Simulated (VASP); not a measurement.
# Be (P6_3/mmc) in VASP: further runs

The runs below take Be through single point, with PBEsol.

Program: VASP 6.6.1. These are calculated values, not measurements. Logs are shortened: lines on timing, memory, paths and dates and some standing lists are left out, and cuts for length are marked.

## 1. The cell of the first run

Symmetry: P6_3/mmc, No. 194, hexagonal system. Conventional cell: a = 1.993 Å, b = 1.993 Å, c = 3.187 Å, α = 90.00°, β = 90.00°, γ = 120.00°. Within 2.6 Å of Be (site symmetry -6m2) lie 12 Be at 1.97 to 1.99 Å.

## 2. Single point, PBEsol

INCAR

```
PREC     = Accurate       # precision mode
ENCUT    = 520            # plane-wave cutoff, eV
EDIFF    = 1E-6           # SCF threshold, eV
ISMEAR   = -1             # smearing method
SIGMA    = 0.1            # smearing width, eV
LREAL    = False          # projectors in reciprocal space
LASPH    = True           # aspherical terms in the spheres
NELM     = 80             # most SCF steps
ALGO     = Normal         # electronic algorithm
ISIF     = 2              # what is computed and relaxed
LWAVE    = False          # write WAVECAR
LCHARG   = False          # write CHGCAR
GGA      = PS             # functional
NBANDS   = 9              # bands
```

KPOINTS

```
Automatic mesh
0
Gamma
  22 22 12
```

POSCAR

```
Be
1.0
    1.9925259574      0.0000000000      0.0000000000
   -0.9962629787      1.7255780968      0.0000000000
    0.0000000000      0.0000000000      3.1866399583
Be
2
Direct
    0.3333333333      0.6666666667      0.2500000000
    0.6666666667      0.3333333333      0.7500000000
```

Potentials or basis: VASP PAW PBE potentials, release 64 (Be).

Command:

```bash
> cat potpaw_PBE.64/Be/POTCAR > POTCAR
> mpirun -np 1 vasp_std > vasp.out
```

OUTCAR:

```text
PREC = Accurate
   ENCUT = 520
   EDIFF = 1E-6
   ISMEAR = -1
   LREAL = False
   LASPH = True
   NELM = 80
   ISIF = 2
   GGA = PS

 ion  position               nearest neighbor table
   1  0.333  0.667  0.250-   2 1.97   2 1.97   2 1.97   2 1.97   2 1.97   2 1.97
   2  0.667  0.333  0.750-   1 1.97   1 1.97   1 1.97   1 1.97   1 1.97   1 1.97

  LATTYP: Found a hexagonal cell.
 ALAT       =     1.9925259574
 C/A-ratio  =     1.5992965846

  Lattice vectors:

 A1 = (   1.9925259574,   0.0000000000,   0.0000000000)
 A2 = (  -0.9962629787,   1.7255780968,   0.0000000000)
 A3 = (   0.0000000000,   0.0000000000,   3.1866399583)

Analysis of symmetry for initial positions (statically):
=====================================================================
 Subroutine PRICEL returns:
 Original cell was already a primitive cell.

 Routine SETGRP: Setting up the symmetry group for a
 hexagonal supercell.

 Subroutine GETGRP returns: Found 24 space group operations
 (whereof 12 operations were pure point group operations)
 out of a pool of 24 trial point group operations.

The static configuration has the point symmetry D_3d.
 The point group associated with its full space group is D_6h.

Analysis of symmetry for dynamics (positions and initial velocities):
=====================================================================
 Subroutine PRICEL returns:
 Original cell was already a primitive cell.

 Routine SETGRP: Setting up the symmetry group for a
 hexagonal supercell.

 Subroutine GETGRP returns: Found 24 space group operations
 (whereof 12 operations were pure point group operations)
 out of a pool of 24 trial point group operations.

The dynamic configuration has the point symmetry D_3d.
 The point group associated with its full space group is D_6h.

 Subroutine INISYM returns: Found 24 space group operations
 (whereof 12 operations are pure point group operations),
 and found     1 'primitive' translations

----------------------------------------------------------------------------------------

                                     Primitive cell

  volume of cell :      10.9565

  direct lattice vectors                    reciprocal lattice vectors
     1.992525957  0.000000000  0.000000000     0.501875520  0.289757966  0.000000000
    -0.996262979  1.725578097  0.000000000     0.000000000  0.579515933  0.000000000
     0.000000000  0.000000000  3.186639958     0.000000000  0.000000000  0.313810162

  length of vectors
     1.992525957  1.992525957  3.186639958     0.579515933  0.579515933  0.313810162

  position of ions in fractional coordinates (direct lattice)
     0.333333333  0.666666667  0.250000000
     0.666666667  0.333333333  0.750000000

  ion indices of the primitive-cell ions
   primitive index   ion index
                 1           1
                 2           2

----------------------------------------------------------------------------------------

 KPOINTS: Automatic mesh

Automatic generation of k-mesh.
 Grid dimensions read from file:
 generate k-points for:   22   22   12

 Generating k-lattice:

  Cartesian coordinates                     Fractional coordinates (reciprocal lattice)
     0.022812524  0.013170817  0.000000000     0.045454545  0.000000000  0.000000000
     0.000000000  0.026341633  0.000000000     0.000000000  0.045454545  0.000000000
     0.000000000  0.000000000  0.026150847     0.000000000  0.000000000  0.083333333

  Length of vectors
     0.026341633  0.026341633  0.026150847

  Shift w.r.t. Gamma in fractional coordinates (k-lattice)
     0.000000000  0.000000000  0.000000000

 Subroutine IBZKPT returns following result:
 ===========================================

 Found    364 irreducible k-points:

 Following reciprocal coordinates:
            Coordinates               Weight
  0.000000  0.000000  0.000000      1.000000
  0.045455  0.000000  0.000000      6.000000
  0.090909  0.000000  0.000000      6.000000
  0.136364  0.000000  0.000000      6.000000
  0.181818  0.000000  0.000000      6.000000
  0.227273  0.000000  0.000000      6.000000
[... 16 lines left out ...]
  0.090909  0.090909  0.000000      6.000000
  0.136364  0.090909  0.000000     12.000000
 [... further k-points ...]
   k-points           NKPTS =    364   k-points in BZ     NKDIM =    364   number of bands    NBANDS=      9
   number of dos      NEDOS =    301   number of ions     NIONS =      2
   total plane-waves  NPLWV =   6144
   dimension x,y,z NGX =    16 NGY =   16 NGZ =   24
   dimension x,y,z NGXF=    32 NGYF=   32 NGZF=   48
   ions per type =               2
   NGX,Y,Z   is equivalent  to a cutoff of  13.35, 13.35, 12.52 a.u.
   NGXF,Y,Z  is equivalent  to a cutoff of  26.70, 26.70, 25.04 a.u.
 SYSTEM =  unknown system
   PREC   = accura    normal or accurate (medium, high low for compatibility)
   ISTART =      0    job   : 0-new  1-cont  2-samecut
   ICHARG =      2    charge: 1-file 2-atom 10-const
   ISPIN  =      1    spin polarized calculation?
   LNONCOLLINEAR =      F non collinear calculations
   LSORBIT =      F    spin-orbit coupling
   LASPH  =      T    aspherical Exc in radial PAW
   ENCUT  =  520.0 eV  38.22 Ry    6.18 a.u.   3.70  3.70  5.93*2*pi/ulx,y,z
   NELM   =     80;   NELMIN=  2; NELMDL= -5     # of ELM steps
   EDIFF  = 0.1E-05   stopping-criterion for ELM
   LREAL  =      F    real-space projection
   EDIFFG = 0.1E-04   stopping-criterion for IOM
   NSW    =      0    number of steps for IOM
   IBRION =     -1    ionic relax: 0-MD 1-quasi-New 2-CG
   NFREE  =      0    steps in history (QN), initial steepest desc. (CG)
   ISIF   =      2    stress and relaxation
   ISYM   =      2    0-nonsym 1-usesym 2-fastsym
   POTIM  = 0.5000    time-step for ionic-motion
   TEBEG  =    0.0;   TEEND  =   0.0 temperature during run
   PSTRESS=    0.0 pullay stress
   NELECT =       4.0000    total number of electrons
   NUPDOWN=      -1.0000    fix difference up-down
   EMIN   =  10.00;   EMAX   =-10.00  energy-range for DOS
   EFERMI =   0.00;   METHOD = LEGACY
   ISMEAR =    -1;   SIGMA  =   0.10  broadening in eV -4-tet -1-fermi 0-gaus
   EFERMI_NEDOS =   21; number of points for ismear=-14 and -15
   IALGO  =     38    algorithm
   IMIX   =      4    mixing-type and parameters
     AMIX     =   0.40;   BMIX     =  1.00
     AMIX_MAG =   1.60;   BMIX_MAG =  1.00
  volume/ion in A,a.u.               =       5.48        36.97
  Fermi-wavevector in a.u.,A,eV,Ry     =   1.170050  2.211073 18.626596  1.369016
  Thomas-Fermi vector in A             =   2.306514
   LORBIT       =      0    0 simple, 1 ext, 2 COOP (PROOUT), +10 PAW based schemes
   GGA     = PS    functional components
   LHFCALC =     F    Hartree Fock is set to
   AEXX    =    0.0000 exact exchange contribution
   IVDW    =     0    specifies the selected vdW correction
   LEPSILON=     F    determine dielectric tensor
   LRPA    =     F    only Hartree local field effects (RPA)
 non-spin polarized calculation
  energy-cutoff  :      520.00
  volume of cell :       10.96
 maximum number of plane-waves:       306
 NGX is ok and might be reduce to    16
   NGX =  7   NGY =  7   NGZ = 11

 number of electron       4.0000000 magnetization

 Free energy of the ion-electron system (eV)
  ---------------------------------------------------
  ext. energy  EPLUGINS =         0.00000000
  ---------------------------------------------------
  free energy    TOTEN  =        -7.07458454 eV

  energy without entropy =       -7.07179185  energy(sigma->0) =       -7.07318820

 E-fermi :  10.4865     XC(G=0): -11.8801

 val. band max:       10.4742842242   @ k =   0.2727   0.2273   0.0833
 cond. band min:      10.5861013339   @ k =   0.2727   0.1364   0.0000
 fundamental gap:      0.1118171098
 Fermi energy:        10.4865191878

 k-point     1 :       0.0000    0.0000    0.0000
  band No.  band energies     occupation
      1      -2.9422      2.00000
      2       4.2641      2.00000
      3      12.8130      0.00000
      4      32.0591      0.00000
      5      32.0591      0.00000
      6      35.6145      0.00000
      7      35.6145      0.00000
      8      37.9250      0.00000
      9      44.6722      0.00000

 k-point     2 :       0.0455    0.0000    0.0000
  band No.  band energies     occupation
      1      -2.8765      2.00000
      2       4.3656      2.00000
      3      12.8058      0.00000
      4      31.3696      0.00000
      5      31.4712      0.00000
      6      35.6700      0.00000
      7      35.9846      0.00000
      8      37.8038      0.00000
      9      43.5866      0.00000

 k-point     3 :       0.0909    0.0000    0.0000
  band No.  band energies     occupation
      1      -2.6792      2.00000
      2       4.6700      2.00000
      3      12.7818      0.00000
      4      29.6294      0.00000
      5      30.2499      0.00000
      6      35.7950      0.00000
      7      36.4802      0.00000
      8      37.3729      0.00000
      9      41.4765      0.00000

 k-point     4 :       0.1364    0.0000    0.0000
  band No.  band energies     occupation
      1      -2.3495      2.00000
      2       5.1768      2.00000
      3      12.7313      0.00000
      4      27.3998      0.00000
      5      28.9056      0.00000
      6      35.8638      0.00000
      7      36.4299      0.00000
      8      36.5367      0.00000
      9      39.0857      0.00000
[... 205 lines left out ...]
 k-point    22 :       0.4545    0.0455    0.0000
  band No.  band energies     occupation
      1       3.8358      2.00000
      2       7.2330      2.00000
      3      14.7562      0.00000
      4      18.7077      0.00000
      5      19.7491      0.00000
      6      21.3204      0.00000
      7      25.5947      0.00000
      8      32.8880      0.00000
      9      38.0507      0.00000

 k-point    23 :       0.0909    0.0909    0.0000
  band No.  band energies     occupation
      1      -2.1507      2.00000
      2       5.4806      2.00000
      3      12.7080      0.00000
      4      26.4778      0.00000
      5      27.8474      0.00000
      6      35.7344      0.00000
      7      35.9074      0.00000
      8      36.2015      0.00000
      9      40.0753      0.00000

 k-point    24 :       0.1364    0.0909    0.0000
  band No.  band energies     occupation
      1      -1.6858      2.00000
      2       6.1883      2.00000
      3      12.6233      0.00000
      4      24.3048      0.00000
      5      26.5570      0.00000
      6      34.3881      0.00000
      7      35.1448      0.00000
      8      35.4604      0.00000
      9      39.3417      0.00000

 [... further k-points ...]

------------------------ aborting loop because EDIFF is reached ----------------------------------------

  FORCE on cell =-STRESS in cart. coord.  units (eV):
  Direction    XX          YY          ZZ          XY          YZ          ZX
  --------------------------------------------------------------------------------------
  -------------------------------------------------------------------------------------
  Total        5.5318180      5.5318180      5.5376454     -0.0000000     -0.0000000      0.0000000
  in kB      808.9224024    808.9224024    809.7745452     -0.0000000     -0.0000000      0.0000000
  external PRESSURE =     809.2064500 kB  Pullay stress =       0.0000000 kB

 VOLUME and BASIS-vectors are now :
 -----------------------------------------------------------------------------
  energy-cutoff  :      520.00
  volume of cell :       10.96
      direct lattice vectors                 reciprocal lattice vectors
     1.992525957  0.000000000  0.000000000     0.501875520  0.289757966  0.000000000
    -0.996262979  1.725578097  0.000000000     0.000000000  0.579515933  0.000000000
     0.000000000  0.000000000  3.186639958     0.000000000  0.000000000  0.313810162

 POSITION                                       TOTAL-FORCE (eV/Angst)
 -----------------------------------------------------------------------------------
     -0.00000      1.15039      0.79666        -0.000000      0.000000      0.000000
      0.99626      0.57519      2.38998         0.000000     -0.000000      0.000000
 -----------------------------------------------------------------------------------
    total drift:                                0.000000     -0.000000      0.000000

  FREE ENERGIE OF THE ION-ELECTRON SYSTEM (eV)
  ---------------------------------------------------
  free  energy   TOTEN  =        -7.0745845439 eV

  energy  without entropy=       -7.0717918494  energy(sigma->0) =       -7.07318820
```

Wall time 35 s (1 thread of AMD EPYC 7R13, shared host); peak memory 0.11 GiB.

Results:

| Quantity | Value |
| --- | --- |
| Free energy | -7.0746 eV |
| Pressure | 80.9 GPa |
| Band gap on the k mesh | zero (bands 2 and 3 overlap by 2.25 eV) |

Levels at points of the mesh, in eV from the Fermi level:
```csv
k point,band 1,band 2,band 3,band 4,band 5,band 6,band 7
"(0.00, 0.00, 0.00)",-13.43,-6.22,2.33,21.57,21.57,25.13,25.13
"(0.50, 0.00, 0.00)",-6.57,-3.48,4.51,7.80,9.38,12.57,13.31
"(0.00, 0.00, 0.50)",-11.09,-11.09,13.54,13.54,23.74,23.74,23.74
"(0.50, 0.00, 0.50)",-4.93,-4.93,2.97,2.97,15.91,15.91,20.01
```

Caveat: the cell stands under pressure; the PAW data sets were made with another functional, which shifts forces and pressure a little.

(Continued in part 2 of 2.)
